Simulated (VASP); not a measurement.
# Br (Cmce) in VASP: a series of runs, part 2 of 2

VASP 6.6.1. Earlier steps stand in the parts before.

## (6) Single point, PBE

This run uses another cell than the first one, of 29.87 Å³/atom, 1.581 times its volume.

INCAR reads:

```
SYSTEM = Br
ALGO     = Normal         ! electronic algorithm
EDIFF    = 1E-6           ! SCF threshold, eV
ENCUT    = 520            ! plane-wave cutoff, eV
GGA      = PE             ! functional
ISIF     = 2              ! what is computed and relaxed
ISMEAR   = -1             ! smearing method
LASPH    = .TRUE.         ! aspherical terms in the spheres
LCHARG   = .TRUE.         ! write CHGCAR
LELF     = .TRUE.         ! ELF
LREAL    = .FALSE.        ! projectors in reciprocal space
LVHAR    = .TRUE.       
LWAVE    = .FALSE.        ! write WAVECAR
NBANDS   = 22             ! bands
NELM     = 60             ! most SCF steps
PREC     = Accurate       ! precision mode
SIGMA    = 0.05           ! smearing width, eV
```

KPOINTS reads:

```
k-points
0
G
  7 7 3
  0 0 0
```

POSCAR reads:

```
Br
1.0
    3.4226915564     -2.0459884934      0.0000000000
    3.4226915564      2.0459884934      0.0000000000
    0.0000000000      0.0000000000      8.5322621140
Br
4
Direct
    0.3460206196      0.6539793804      0.3804094925
    0.1539793804      0.8460206196      0.8804094925
    0.6539793804      0.3460206196      0.6195905075
    0.8460206196      0.1539793804      0.1195905075
```

Potentials or basis: VASP PAW PBE potentials, release 64 (Br).

Command:

```bash
$ cat potpaw_PBE.64/Br/POTCAR > POTCAR
$ mpirun -np 1 vasp_std > vasp.out
```

OUTCAR:

```text
SYSTEM = Br
   EDIFF = 1E-6
   ENCUT = 520
   GGA = PE
   ISIF = 2
   ISMEAR = -1
   LASPH = .TRUE.
   LREAL = .FALSE.
   NELM = 60
   PREC = Accurate

 ion  position               nearest neighbor table
   1  0.346  0.654  0.380-   3 2.40
   2  0.154  0.846  0.880-   4 2.40
   3  0.654  0.346  0.620-   1 2.40
   4  0.846  0.154  0.120-   2 2.40

  LATTYP: Found a base centered orthorhombic cell.
 ALAT       =     4.0919769868
 B/A-ratio  =     1.6728791816
 C/A-ratio  =     2.0851197701

  Lattice vectors:

 A1 = (  -3.4226915564,  -2.0459884934,   0.0000000000)
 A2 = (   3.4226915564,  -2.0459884934,   0.0000000000)
 A3 = (   0.0000000000,   0.0000000000,   8.5322621140)

Analysis of symmetry for initial positions (statically):
=====================================================================
 Subroutine PRICEL returns:
 Original cell was already a primitive cell.

 Routine SETGRP: Setting up the symmetry group for a
 base centered orthorhombic supercell.

 Subroutine GETGRP returns: Found  8 space group operations
[... 165 lines left out ...]
  ext. energy  EPLUGINS =         0.00000000
  ---------------------------------------------------
  free energy    TOTEN  =        -6.41264728 eV

  energy without entropy =       -6.41264695  energy(sigma->0) =       -6.41264711

 E-fermi :   1.3482     XC(G=0):  -8.4763

 val. band max:        0.7339476796   @ k =   0.0000   0.0000   0.0000
 cond. band min:       2.0387735595   @ k =  -0.4286   0.4286   0.0000
 fundamental gap:      1.3048258799
 Fermi energy:         1.3482352141

 k-point     1 :       0.0000    0.0000    0.0000
  band No.  band energies     occupation
      1     -15.3056      2.00000
      2     -14.5650      2.00000
      3     -13.1951      2.00000
      4     -11.8441      2.00000
      5      -4.4949      2.00000
      6      -2.8669      2.00000
[... 589 lines left out ...]
     21      11.0716      0.00000
     22      11.5975      0.00000

 [... further k-points ...]
[... 5 lines left out ...]
  --------------------------------------------------------------------------------------
  -------------------------------------------------------------------------------------
  Total        1.4928818      1.5192952      1.5467556      0.0000000     -0.0000000      0.0000000
  in kB       20.0157036     20.3698392     20.7380126      0.0000000     -0.0000000      0.0000000
  external PRESSURE =      20.3745184 kB  Pullay stress =       0.0000000 kB

 VOLUME and BASIS-vectors are now :
 -----------------------------------------------------------------------------
  energy-cutoff  :      520.00
  volume of cell :      119.50
      direct lattice vectors                 reciprocal lattice vectors
     3.422691556 -2.045988493  0.000000000     0.146083862 -0.244380651  0.000000000
     3.422691556  2.045988493  0.000000000     0.146083862  0.244380651  0.000000000
     0.000000000  0.000000000  8.532262114     0.000000000  0.000000000  0.117202213

 POSITION                                       TOTAL-FORCE (eV/Angst)
 -----------------------------------------------------------------------------------
      3.42269      0.63008      3.24575         0.000000      0.004554     -0.003427
      3.42269      1.41591      7.51188         0.000000     -0.004554     -0.003427
      3.42269     -0.63008      5.28651         0.000000     -0.004554      0.003427
      3.42269     -1.41591      1.02038         0.000000      0.004554      0.003427
 -----------------------------------------------------------------------------------
    total drift:                               -0.000000      0.000000     -0.000000

  FREE ENERGIE OF THE ION-ELECTRON SYSTEM (eV)
  ---------------------------------------------------
  free  energy   TOTEN  =        -6.4126472798 eV

  energy  without entropy=       -6.4126469455  energy(sigma->0) =       -6.41264711
```

OSZICAR:

```text
N       E                     dE             d eps       ncg     rms          rms(c)
DAV:   1     0.172700144567E+03    0.17270E+03   -0.11700E+04  1408   0.107E+03
DAV:   2     0.570148369039E+01   -0.16700E+03   -0.16190E+03  1980   0.186E+02
DAV:   3    -0.661957574536E+01   -0.12321E+02   -0.12272E+02  1770   0.575E+01
DAV:   4    -0.674020863451E+01   -0.12063E+00   -0.12059E+00  1704   0.681E+00
DAV:   5    -0.674124819947E+01   -0.10396E-02   -0.10395E-02  1800   0.629E-01    0.117E+01
DAV:   6    -0.649959742703E+01    0.24165E+00   -0.17250E-01  1684   0.214E+00    0.753E+00
DAV:   7    -0.641950681446E+01    0.80091E-01   -0.38102E-01  1642   0.316E+00    0.525E-01
DAV:   8    -0.641254867071E+01    0.69581E-02   -0.42369E-02  1576   0.108E+00    0.265E-01
DAV:   9    -0.641260676305E+01   -0.58092E-04   -0.80171E-04  1774   0.171E-01    0.927E-02
DAV:  10    -0.641264542117E+01   -0.38658E-04   -0.94758E-05  1654   0.555E-02    0.397E-02
DAV:  11    -0.641264691574E+01   -0.14946E-05   -0.11872E-05  1726   0.196E-02    0.754E-03
DAV:  12    -0.641264727977E+01   -0.36403E-06   -0.20853E-06  1356   0.778E-03
   1 F= -.64126473E+01 E0= -.64126471E+01  d E =-.334241E-06
```

stdout:

```text
POSCAR found type information on POSCAR Br
 POSCAR found :  1 types and       4 ions
 scaLAPACK will be used
 LDA part: xc-table for (Slater+PW92), standard interpolation
 POSCAR, INCAR and KPOINTS ok, starting setup
 FFT: planning ... GRIDC
 FFT: planning ... GRID_SOFT
 FFT: planning ... GRID
 WAVECAR not read
 entering main loop
```

Wall time 48 s (1 thread of Oxide Virtual Turin-like, shared host); peak memory 0.21 GiB.

Results:

```yaml
Free_energy: -6.4126 eV
Pressure: 2.0 GPa
Largest_force: 0.006 eV/Å
Band_gap_on_the_k_mesh: 1.30 eV, indirect (least direct gap 1.37 eV)
```

Forces in eV/Å, atoms in the order of the input:
```
Br   0.000  0.005 -0.003
Br   0.000 -0.005 -0.003
Br   0.000 -0.005  0.003
Br   0.000  0.005  0.003
```

Levels at points of the mesh, in eV from the valence-band top:
| k point | band 11 | band 12 | band 13 | band 14 | band 15 | band 16 | band 17 | band 18 |
| --- | --- | --- | --- | --- | --- | --- | --- | --- |
| (0.00, 0.00, 0.00) | -1.37 | -0.66 | -0.43 | 0.00 | 1.37 | 2.30 | 6.03 | 6.70 |

## (7) Summary

| cell | gap on the mesh (eV) | pressure (GPa) | largest force (eV/Å) |
| --- | --- | --- | --- |
| a = 3.219, b = 3.219, c = 7.936 Å, angles 90.0, 90.0, 66.8°, 4 atoms | 0.52 | 30.0 | - |
| a = 3.340, b = 3.340, c = 8.070 Å, angles 90.0, 90.0, 66.3°, 4 atoms | 0.77 | 20.0 | 0.01 |
| a = 3.542, b = 3.542, c = 8.253 Å, angles 90.0, 90.0, 65.2°, 4 atoms | 1.05 | 10.0 | - |
| a = 3.739, b = 3.739, c = 8.395 Å, angles 90.0, 90.0, 63.9°, 4 atoms | 1.19 | 5.0 | - |
| a = 3.988, b = 3.988, c = 8.532 Å, angles 90.0, 90.0, 61.7°, 4 atoms | 1.30 | 2.0 | 0.01 |

Alike in all rows: task single point; level PBE; potentials or basis VASP PAW PBE potentials, release 64 (Br); no spin polarisation; k mesh 7 × 7 × 3; cutoff (eV) 520; smearing fermi-dirac 0.05 eV.

Total energies depend on the potentials used, so only differences within one code and one set of settings carry meaning.
